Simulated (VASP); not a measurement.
# Co (Pm-3m) in VASP: further runs, part 2 of 2

VASP 6.6.1. Earlier steps stand in the parts before.

**4. Relaxation of cell and atoms, PBE, collinear spin, ferromagnetic start, target pressure 160 GPa, at which the enthalpy is minimised**

This run uses another cell than the first one, of 7.96 Å³/atom, 0.969 times its volume.

The input, INCAR:

```
SYSTEM = Co
  PREC = Accurate
  ENCUT = 600
  EDIFF = 1E-6
  ISMEAR = -1
  SIGMA = 0.1
  LREAL = .FALSE.
  LASPH = .TRUE.
  NELM = 150
  ALGO = Normal
  ISIF = 3
  LWAVE = .FALSE.
  LCHARG = .FALSE.
  ISPIN = 2
  MAGMOM = 1.7
  LORBIT = 11
  LMAXMIX = 4
  GGA = PE
  IBRION = 2
  NSW = 60
  EDIFFG = -0.005
  PSTRESS = 1600.0
```

The input, KPOINTS:

```
regular mesh
0
G
  19 19 19
  0 0 0
```

The input, POSCAR:

```
Co
1.0
    1.9965151880      0.0000000000      0.0000000000
    0.0000000000      1.9965151880      0.0000000000
    0.0000000000      0.0000000000      1.9965151880
Co
1
Direct
    0.0000000000      0.0000000000      0.0000000000
```

Potentials or basis: VASP PAW PBE potentials, release 64 (Co).

Started as:

```console
> cat potpaw_PBE.64/Co/POTCAR > POTCAR
> mpirun -np 1 vasp_std > vasp.out
```

OUTCAR:

```text
SYSTEM = Co
   PREC = Accurate
   ENCUT = 600
   EDIFF = 1E-6
   ISMEAR = -1
   LREAL = .FALSE.
   LASPH = .TRUE.
   NELM = 150
   ISIF = 3
   ISPIN = 2
   LORBIT = 11
   GGA = PE
   IBRION = 2
   NSW = 60
   EDIFFG = -0.005
   PSTRESS = 1600.0

 ion  position               nearest neighbor table
   1  0.000  0.000  0.000-

  LATTYP: Found a simple cubic cell.
 ALAT       =     1.9965151880

  Lattice vectors:

 A1 = (   1.9965151880,   0.0000000000,   0.0000000000)
 A2 = (   0.0000000000,   1.9965151880,   0.0000000000)
 A3 = (   0.0000000000,   0.0000000000,   1.9965151880)

Analysis of symmetry for initial positions (statically):
=====================================================================
 Subroutine PRICEL returns:
 Original cell was already a primitive cell.

 Routine SETGRP: Setting up the symmetry group for a
 simple cubic supercell.

 Subroutine GETGRP returns: Found 48 space group operations
[... 9 lines left out ...]

 Routine SETGRP: Setting up the symmetry group for a
[... 294 lines left out ...]
 fundamental gap:      0.0296402308
 Fermi energy:        15.4381777168

 spin component 1

 k-point     1 :       0.0000    0.0000    0.0000
  band No.  band energies     occupation
      1       4.5818      1.00000
      2       9.3750      1.00000
      3       9.3750      1.00000
      4      16.2861      0.00021
      5      16.2861      0.00021
      6      16.2861      0.00021
      7      40.7870      0.00000
      8      40.7870      0.00000
      9      40.7870      0.00000
[... 265 lines left out ...]
 k-point    24 :       0.3158    0.1053    0.0000
  band No.  band energies     occupation
      1       8.2961      1.00000
      2      10.2819      1.00000
      3      11.7793      1.00000
      4      14.6100      0.99975
      5      14.6312      0.99969
      6      16.1868      0.00056
      7      27.4956      0.00000
      8      40.4266      0.00000
      9      46.2323      0.00000

 [... further k-points ...]

 spin component 2

 k-point     1 :       0.0000    0.0000    0.0000
  band No.  band energies     occupation
      1       4.5818      1.00000
      2       9.3751      1.00000
      3       9.3751      1.00000
      4      16.2862      0.00021
      5      16.2862      0.00021
      6      16.2862      0.00021
      7      40.7870      0.00000
      8      40.7870      0.00000
      9      40.7870      0.00000
[... 308 lines left out ...]
  energy  without entropy=       -4.6808027400  energy(sigma->0) =       -4.70878761

  enthalpy is  TOTEN    =         3.4079381630 eV   P V=        8.1447106469

 reached required accuracy - stopping structural energy minimisation

 total charge

# of ion       s       p       d       tot
------------------------------------------
    1        0.685   0.756   7.784   9.224

 magnetization (x)

# of ion       s       p       d       tot
------------------------------------------
    1        0.000   0.000   0.000   0.000
```

OSZICAR:

```text
N       E                     dE             d eps       ncg     rms          rms(c)
DAV:   1     0.247125708592E+02    0.24713E+02   -0.46680E+03  7960   0.143E+03
[... 34 lines left out ...]
   3 F= 0.34079781E+01 E0= 0.34360202E+01  d E =-.120335E-01  mag=     0.0001
       N       E                     dE             d eps       ncg     rms          rms(c)
DAV:   1    -0.473691851244E+01    0.11193E-01   -0.33268E-03  8371   0.108E+00    0.118E-01
DAV:   2    -0.473678846242E+01    0.13005E-03   -0.96114E-04  8420   0.522E-01    0.183E-02
DAV:   3    -0.473677657932E+01    0.11883E-04   -0.33403E-05  8592   0.110E-01    0.167E-02
DAV:   4    -0.473677272090E+01    0.38584E-05   -0.46409E-06  8228   0.204E-02    0.150E-03
DAV:   5    -0.473677248387E+01    0.23703E-06   -0.43129E-08  4022   0.230E-03
   4 F= 0.34079382E+01 E0= 0.34359230E+01  d E =-.120734E-01  mag=     0.0001
```

CONTCAR:

```text
Co
   1.00000000000000
     2.0128994748779419    0.0000000000000000    0.0000000000000000
    -0.0000000000000000    2.0128994748779419    0.0000000000000000
     0.0000000000000000   -0.0000000000000000    2.0128994748779419
  Co
     1
Direct
     0.0000000000000000    0.0000000000000000    0.0000000000000000

  0.00000000E+00  0.00000000E+00  0.00000000E+00
```

Run time: 44 s. Hardware: 1 thread of Intel Xeon Platinum 8375C at 2.90GHz (Ice Lake), shared host; peak memory 0.16 GiB.

What came out:

```yaml
Free_energy: -4.7368 eV
Relaxed_volume: 8.16 Å³/atom
Relaxed_cell: a = 2.013 Å, b = 2.013 Å, c = 2.013 Å, α = 90.00°, β = 90.00°, γ = 90.00°
Space_group_after_relaxing_to_0.05_Å: Pm-3m (No. 221)
Energy_change_on_relaxing_the_enthalpy_is_what_falls: -209.3 meV/atom
Ionic_steps: 4
Pressure_after_relaxing: 160.0 GPa
Net_moment: 0.00 μB per cell
```

Step by step:
| step | energy change (eV) | largest force (eV/Å) | pressure (GPa) | volume (Å³) |
| --- | --- | --- | --- | --- |
| 1 | 0.0000 | 0.0000 | 180.00 | 7.96 |
| 2 | -0.9563 | 0.0000 | 85.37 | 9.16 |
| 3 | -0.2207 | 0.0000 | 158.89 | 8.17 |
| 4 | -0.2093 | 0.0000 | 160.01 | 8.16 |

Final structure:
```xyz
1
Lattice="2.0129 0.0000 0.0000 0.0000 2.0129 0.0000 0.0000 0.0000 2.0129" Properties=species:S:1:pos:R:3 pbc="T T T"
Co    0.0000    0.0000    0.0000
```

Caveat: the starting moments collapsed, and a magnetic state may lie lower; the cell is relaxed towards a set pressure, so the enthalpy falls and the energy may rise.

**5. Relaxation of cell and atoms, PBE, collinear spin, ferromagnetic start, target pressure 160 GPa, at which the enthalpy is minimised**

The input, INCAR:

```
ALGO = Normal
EDIFF = 1E-7
EDIFFG = -0.005
ENCUT = 600
GGA = PE
IBRION = 2
ISIF = 3
ISMEAR = -1
ISPIN = 2
LASPH = True
LCHARG = False
LMAXMIX = 4
LORBIT = 11
LREAL = False
LWAVE = False
MAGMOM = 1.7
NELM = 150
NSW = 32
PREC = Accurate
PSTRESS = 1600.0
SIGMA = 0.1
```

The input, KPOINTS:

```
k-points
0
Gamma
  19 19 19
```

The input, POSCAR:

```
Co
1.0
    2.0178596883      0.0000000000      0.0000000000
    0.0000000000      2.0178596883      0.0000000000
    0.0000000000      0.0000000000      2.0178596883
Co
1
Direct
    0.0000000000      0.0000000000      0.0000000000
```

Started as:

```console
> cat potpaw_PBE.64/Co/POTCAR > POTCAR
> mpirun -np 1 vasp_std > vasp.out
```

Wall time 44 s (1 thread of Intel Xeon Platinum 8375C at 2.90GHz (Ice Lake), shared host); peak memory 0.16 GiB.

The run converged. Its results:

* Free energy: -4.7379 eV
* Relaxed volume: 8.16 Å³/atom
* Relaxed cell: a = 2.013 Å, b = 2.013 Å, c = 2.013 Å, α = 90.00°, β = 90.00°, γ = 90.00°
* Space group after relaxing (to 0.05 Å): Pm-3m (No. 221)
* Energy change on relaxing (the enthalpy is what falls): +58.4 meV/atom
* Ionic steps: 3
* Pressure after relaxing: 159.9 GPa
* Net moment: 0.00 μB per cell

Step by step:
| step | energy change (eV) | largest force (eV/Å) | pressure (GPa) | volume (Å³) |
| --- | --- | --- | --- | --- |
| 1 | 0.0000 | 0.0000 | 154.30 | 8.22 |
| 2 | 0.3660 | 0.0000 | 189.19 | 7.87 |
| 3 | 0.0584 | 0.0000 | 159.93 | 8.16 |

Final structure:
```cif
data_structure
_symmetry_space_group_name_H-M 'P 1'
_symmetry_Int_Tables_number 1
_cell_length_a 2.0130
_cell_length_b 2.0130
_cell_length_c 2.0130
_cell_angle_alpha 90.000
_cell_angle_beta 90.000
_cell_angle_gamma 90.000
_cell_volume 8.16
loop_
_atom_site_label
_atom_site_type_symbol
_atom_site_fract_x
_atom_site_fract_y
_atom_site_fract_z
_atom_site_occupancy
Co1 Co 0.00000 0.00000 0.00000 1
```

Levels at points of the mesh, in eV from the Fermi level:
Spin up:
| k point | band 2 | band 3 | band 4 | band 5 | band 6 | band 7 | band 8 | band 9 |
| --- | --- | --- | --- | --- | --- | --- | --- | --- |
| (0.00, 0.00, 0.00) | -6.06 | -6.06 | 0.85 | 0.85 | 0.85 | 25.35 | 25.35 | 25.35 |
Spin down:
| k point | band 3 | band 4 | band 5 | band 6 | band 7 | band 8 |
| --- | --- | --- | --- | --- | --- | --- |
| (0.00, 0.00, 0.00) | -6.06 | 0.85 | 0.85 | 0.85 | 25.35 | 25.35 |

Caveat: the starting moments collapsed, and a magnetic state may lie lower; the cell is relaxed towards a set pressure, so the enthalpy falls and the energy may rise.
